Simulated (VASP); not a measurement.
# AlPt (P2_13) in VASP: single point with LDA

Aim: the single point of AlPt with LDA.

All numbers are computed with VASP 6.6.1; they aren't measurements. Logs are shortened: lines on timing, memory, paths and dates and some standing lists are left out, and cuts for length are marked.

### 1 The cell of the first run

Symmetry: P2_13, No. 198, cubic system. Conventional cell: a = 4.879 Å, b = 4.879 Å, c = 4.879 Å, α = 90.00°, β = 90.00°, γ = 90.00°. Within 3.4 Å of Al (site symmetry 3) lie 7 Pt at 2.60 to 2.63 Å and 6 Al at 3.02 Å. Within 3.4 Å of Pt (site symmetry 3) lie 7 Al at 2.60 to 2.63 Å and 6 Pt at 3.02 Å.

### 2 Single point, LDA

INCAR reads:

```
SYSTEM = AlPt
  PREC = Accurate
  ENCUT = 520
  EDIFF = 1E-7
  ISMEAR = 0
  SIGMA = 0.05
  LREAL = .False.
  LASPH = .True.
  NELM = 60
  ALGO = Normal
  ISIF = 2
  LWAVE = .False.
  LCHARG = .False.
  GGA = CA
  NBANDS = 36
```

KPOINTS reads:

```
regular mesh
0
Gamma
  5 5 5
  0 0 0
```

POSCAR reads:

```
AlPt
1.0
    4.8789300000      0.0000000000      0.0000000000
    0.0000000000      4.8789300000      0.0000000000
    0.0000000000      0.0000000000      4.8789300000
Al Pt
4 4
Direct
    0.8440300000      0.8440300000      0.8440300000
    0.6559700000      0.1559700000      0.3440300000
    0.3440300000      0.6559700000      0.1559700000
    0.1559700000      0.3440300000      0.6559700000
    0.1550600000      0.1550600000      0.1550600000
    0.3449400000      0.8449400000      0.6550600000
    0.6550600000      0.3449400000      0.8449400000
    0.8449400000      0.6550600000      0.3449400000
```

Potentials or basis: VASP PAW LDA potentials, release 64 (Al, Pt).

Command:

```sh
cat potpaw_LDA.64/Al/POTCAR potpaw_LDA.64/Pt/POTCAR > POTCAR
mpirun -np 1 vasp_std > vasp.out
```

OUTCAR:

```text
SYSTEM = AlPt
   PREC = Accurate
   ENCUT = 520
   EDIFF = 1E-7
   ISMEAR = 0
   LREAL = .False.
   LASPH = .True.
   NELM = 60
   ISIF = 2
   GGA = CA

 ion  position               nearest neighbor table
   1  0.844  0.844  0.844-   6 2.60   7 2.60   8 2.60   6 2.61   7 2.61   8 2.61   5 2.63   3 3.02
                             4 3.02   2 3.02   2 3.02   4 3.02   3 3.02
   2  0.656  0.156  0.344-   5 2.60   7 2.60   8 2.60   7 2.61   8 2.61   5 2.61   6 2.63   1 3.02
                             1 3.02   3 3.02   3 3.02   4 3.02   4 3.02
   3  0.344  0.656  0.156-   5 2.60   6 2.60   8 2.60   8 2.61   6 2.61   5 2.61   7 2.63   1 3.02
                             4 3.02   2 3.02   2 3.02   4 3.02   1 3.02
   4  0.156  0.344  0.656-   5 2.60   6 2.60   7 2.60   6 2.61   5 2.61   7 2.61   8 2.63   1 3.02
                             3 3.02   2 3.02   1 3.02   2 3.02   3 3.02
   5  0.155  0.155  0.155-   2 2.60   3 2.60   4 2.60   2 2.61   3 2.61   4 2.61   1 2.63   8 3.02
                             8 3.02   6 3.02   6 3.02   7 3.02   7 3.02
   6  0.345  0.845  0.655-   1 2.60   3 2.60   4 2.60   3 2.61   4 2.61   1 2.61   2 2.63   7 3.02
                             7 3.02   5 3.02   8 3.02   5 3.02   8 3.02
   7  0.655  0.345  0.845-   1 2.60   2 2.60   4 2.60   4 2.61   2 2.61   1 2.61   3 2.63   6 3.02
                             6 3.02   8 3.02   8 3.02   5 3.02   5 3.02
   8  0.845  0.655  0.345-   1 2.60   2 2.60   3 2.60   2 2.61   1 2.61   3 2.61   4 2.63   5 3.02
                             5 3.02   7 3.02   7 3.02   6 3.02   6 3.02

  LATTYP: Found a simple cubic cell.
 ALAT       =     4.8789300000

  Lattice vectors:

 A1 = (   4.8789300000,   0.0000000000,   0.0000000000)
 A2 = (   0.0000000000,   4.8789300000,   0.0000000000)
 A3 = (   0.0000000000,   0.0000000000,   4.8789300000)

Analysis of symmetry for initial positions (statically):
=====================================================================
 Subroutine PRICEL returns:
 Original cell was already a primitive cell.

 Routine SETGRP: Setting up the symmetry group for a
 simple cubic supercell.

 Subroutine GETGRP returns: Found 12 space group operations
 (whereof  3 operations were pure point group operations)
 out of a pool of 48 trial point group operations.

The static configuration has the point symmetry C_3 .
 The point group associated with its full space group is T   .

Analysis of symmetry for dynamics (positions and initial velocities):
=====================================================================
 Subroutine PRICEL returns:
 Original cell was already a primitive cell.

 Routine SETGRP: Setting up the symmetry group for a
 simple cubic supercell.

 Subroutine GETGRP returns: Found 12 space group operations
 (whereof  3 operations were pure point group operations)
 out of a pool of 48 trial point group operations.

The dynamic configuration has the point symmetry C_3 .
 The point group associated with its full space group is T   .

 Subroutine INISYM returns: Found 12 space group operations
 (whereof  3 operations are pure point group operations),
 and found     1 'primitive' translations

----------------------------------------------------------------------------------------

                                     Primitive cell

  volume of cell :     116.1378

  direct lattice vectors                    reciprocal lattice vectors
     4.878930000  0.000000000  0.000000000     0.204962973  0.000000000  0.000000000
     0.000000000  4.878930000  0.000000000     0.000000000  0.204962973  0.000000000
     0.000000000  0.000000000  4.878930000     0.000000000  0.000000000  0.204962973

  length of vectors
     4.878930000  4.878930000  4.878930000     0.204962973  0.204962973  0.204962973

  position of ions in fractional coordinates (direct lattice)
     0.844030000  0.844030000  0.844030000
     0.655970000  0.155970000  0.344030000
     0.344030000  0.655970000  0.155970000
     0.155970000  0.344030000  0.655970000
     0.155060000  0.155060000  0.155060000
     0.344940000  0.844940000  0.655060000
     0.655060000  0.344940000  0.844940000
     0.844940000  0.655060000  0.344940000

  ion indices of the primitive-cell ions
   primitive index   ion index
                 1           1
                 2           2
                 3           3
                 4           4
                 5           5
                 6           6
                 7           7
                 8           8

----------------------------------------------------------------------------------------

 KPOINTS: regular mesh

Automatic generation of k-mesh.
 Grid dimensions read from file:
 generate k-points for:    5    5    5

 Generating k-lattice:

  Cartesian coordinates                     Fractional coordinates (reciprocal lattice)
     0.040992595  0.000000000  0.000000000     0.200000000  0.000000000  0.000000000
     0.000000000  0.040992595  0.000000000     0.000000000  0.200000000  0.000000000
     0.000000000  0.000000000  0.040992595     0.000000000  0.000000000  0.200000000

  Length of vectors
     0.040992595  0.040992595  0.040992595

  Shift w.r.t. Gamma in fractional coordinates (k-lattice)
     0.000000000  0.000000000  0.000000000

 Subroutine IBZKPT returns following result:
 ===========================================

 Found     11 irreducible k-points:

 Following reciprocal coordinates:
            Coordinates               Weight
  0.000000  0.000000  0.000000      1.000000
  0.200000  0.000000  0.000000      6.000000
  0.400000  0.000000  0.000000      6.000000
  0.200000  0.200000  0.000000     12.000000
  0.400000  0.200000  0.000000     12.000000
 -0.200000  0.400000  0.000000     12.000000
  0.400000  0.400000  0.000000     12.000000
  0.200000  0.200000  0.200000      8.000000
  0.400000  0.200000  0.200000     24.000000
  0.400000  0.400000  0.200000     24.000000
  0.400000  0.400000  0.400000      8.000000
   k-points           NKPTS =     11   k-points in BZ     NKDIM =     11   number of bands    NBANDS=     36
   number of dos      NEDOS =    301   number of ions     NIONS =      8
   total plane-waves  NPLWV =  46656
   dimension x,y,z NGX =    36 NGY =   36 NGZ =   36
   dimension x,y,z NGXF=    72 NGYF=   72 NGZF=   72
   ions per type =               4   4
   NGX,Y,Z   is equivalent  to a cutoff of  12.27, 12.27, 12.27 a.u.
   NGXF,Y,Z  is equivalent  to a cutoff of  24.53, 24.53, 24.53 a.u.
 SYSTEM =  AlPt
   PREC   = accura    normal or accurate (medium, high low for compatibility)
   ISTART =      0    job   : 0-new  1-cont  2-samecut
   ICHARG =      2    charge: 1-file 2-atom 10-const
   ISPIN  =      1    spin polarized calculation?
   LNONCOLLINEAR =      F non collinear calculations
   LSORBIT =      F    spin-orbit coupling
   LASPH  =      T    aspherical Exc in radial PAW
   ENCUT  =  520.0 eV  38.22 Ry    6.18 a.u.   9.07  9.07  9.07*2*pi/ulx,y,z
   NELM   =     60;   NELMIN=  2; NELMDL= -5     # of ELM steps
   EDIFF  = 0.1E-06   stopping-criterion for ELM
   LREAL  =      F    real-space projection
   EDIFFG = 0.1E-05   stopping-criterion for IOM
   NSW    =      0    number of steps for IOM
   IBRION =     -1    ionic relax: 0-MD 1-quasi-New 2-CG
   NFREE  =      0    steps in history (QN), initial steepest desc. (CG)
   ISIF   =      2    stress and relaxation
   ISYM   =      2    0-nonsym 1-usesym 2-fastsym
   POTIM  = 0.5000    time-step for ionic-motion
   TEBEG  =    0.0;   TEEND  =   0.0 temperature during run
   PSTRESS=    0.0 pullay stress
   NELECT =      52.0000    total number of electrons
   NUPDOWN=      -1.0000    fix difference up-down
   EMIN   =  10.00;   EMAX   =-10.00  energy-range for DOS
   EFERMI =   0.00;   METHOD = LEGACY
   ISMEAR =     0;   SIGMA  =   0.05  broadening in eV -4-tet -1-fermi 0-gaus
   EFERMI_NEDOS =   21; number of points for ismear=-14 and -15
   IALGO  =     38    algorithm
   IMIX   =      4    mixing-type and parameters
     AMIX     =   0.40;   BMIX     =  1.00
     AMIX_MAG =   1.60;   BMIX_MAG =  1.00
  volume/ion in A,a.u.               =      14.52        97.97
  Fermi-wavevector in a.u.,A,eV,Ry     =   1.252424  2.366738 21.341632  1.568566
  Thomas-Fermi vector in A             =   2.386325
   LORBIT       =      0    0 simple, 1 ext, 2 COOP (PROOUT), +10 PAW based schemes
   GGA     = CA    functional components
   LHFCALC =     F    Hartree Fock is set to
   AEXX    =    0.0000 exact exchange contribution
   IVDW    =     0    specifies the selected vdW correction
   LEPSILON=     F    determine dielectric tensor
   LRPA    =     F    only Hartree local field effects (RPA)
 non-spin polarized calculation
 Gauss-broadening in eV      SIGMA  =   0.05
  energy-cutoff  :      520.00
  volume of cell :      116.14
 maximum number of plane-waves:      3145
   NGX = 19   NGY = 19   NGZ = 19

 number of electron      51.9999994 magnetization

 Free energy of the ion-electron system (eV)
  ---------------------------------------------------
  ext. energy  EPLUGINS =         0.00000000
  ---------------------------------------------------
  free energy    TOTEN  =       -55.34301037 eV

  energy without entropy =      -55.34068449  energy(sigma->0) =      -55.34184743

 E-fermi :  10.3932     XC(G=0): -12.3486

 val. band max:       10.2225416465   @ k =   0.2000   0.2000   0.2000
 cond. band min:      10.4187408500   @ k =   0.4000   0.4000   0.0000
 fundamental gap:      0.1961992035
 Fermi energy:        10.3932269735

 k-point     1 :       0.0000    0.0000    0.0000
  band No.  band energies     occupation
      1      -0.8528      2.00000
      2       3.4229      2.00000
      3       3.4229      2.00000
      4       3.4229      2.00000
      5       4.8979      2.00000
      6       4.8979      2.00000
[... 28 lines left out ...]
     35      15.4177      0.00000
     36      15.4177      0.00000
[... 359 lines left out ...]
      6       4.1272      2.00000
[... 28 lines left out ...]
     35      17.4055      0.00000
     36      17.7106      0.00000

------------------------ aborting loop because EDIFF is reached ----------------------------------------

  FORCE on cell =-STRESS in cart. coord.  units (eV):
  Direction    XX          YY          ZZ          XY          YZ          ZX
  --------------------------------------------------------------------------------------
  -------------------------------------------------------------------------------------
  Total       -3.6253647     -3.6253647     -3.6253647     -0.0000000     -0.0000000      0.0000000
  in kB      -50.0136473    -50.0136473    -50.0136473     -0.0000000     -0.0000000      0.0000000
  external PRESSURE =     -50.0136473 kB  Pullay stress =       0.0000000 kB

 VOLUME and BASIS-vectors are now :
 -----------------------------------------------------------------------------
  energy-cutoff  :      520.00
  volume of cell :      116.14
      direct lattice vectors                 reciprocal lattice vectors
     4.878930000  0.000000000  0.000000000     0.204962973  0.000000000  0.000000000
     0.000000000  4.878930000  0.000000000     0.000000000  0.204962973  0.000000000
     0.000000000  0.000000000  4.878930000     0.000000000  0.000000000  0.204962973

 POSITION                                       TOTAL-FORCE (eV/Angst)
 -----------------------------------------------------------------------------------
      4.11796      4.11796      4.11796        -0.010181     -0.010181     -0.010181
      3.20043      0.76097      1.67850         0.010181      0.010181     -0.010181
      1.67850      3.20043      0.76097        -0.010181      0.010181      0.010181
      0.76097      1.67850      3.20043         0.010181     -0.010181      0.010181
      0.75653      0.75653      0.75653        -0.022378     -0.022378     -0.022378
      1.68294      4.12240      3.19599         0.022378      0.022378     -0.022378
      3.19599      1.68294      4.12240        -0.022378      0.022378      0.022378
      4.12240      3.19599      1.68294         0.022378     -0.022378      0.022378
 -----------------------------------------------------------------------------------
    total drift:                                0.000000      0.000000      0.000000

  FREE ENERGIE OF THE ION-ELECTRON SYSTEM (eV)
  ---------------------------------------------------
  free  energy   TOTEN  =       -55.3430103663 eV

  energy  without entropy=      -55.3406844927  energy(sigma->0) =      -55.34184743
```

Wall time 28 s (1 thread of Intel Xeon Platinum 8259CL at 2.50GHz (Skylake/Cascade Lake), shared host); peak memory 0.19 GiB.

What came out:

| Property | Result |
| --- | --- |
| Free energy | -55.3430 eV |
| Pressure | -5.0 GPa |
| Largest force | 0.039 eV/Å |
| Band gap on the k mesh | zero (band 26 reaches 10.42 eV, above the bottom of band 27 at 10.09 eV) |

Forces on the atoms (eV/Å):
```
Al  -0.010 -0.010 -0.010
Al   0.010  0.010 -0.010
Al  -0.010  0.010  0.010
Al   0.010 -0.010  0.010
Pt  -0.022 -0.022 -0.022
Pt   0.022  0.022 -0.022
Pt  -0.022  0.022  0.022
Pt   0.022 -0.022  0.022
```

Levels at points of the mesh, in eV from the Fermi level:
| k point | band 24 | band 25 | band 26 | band 27 | band 28 | band 29 |
| --- | --- | --- | --- | --- | --- | --- |
| (0.00, 0.00, 0.00) | -1.80 | -0.29 | -0.29 | -0.29 | 4.09 | 4.09 |

Caveat: spin-orbit coupling is left out, which moves the levels of the heavy elements.
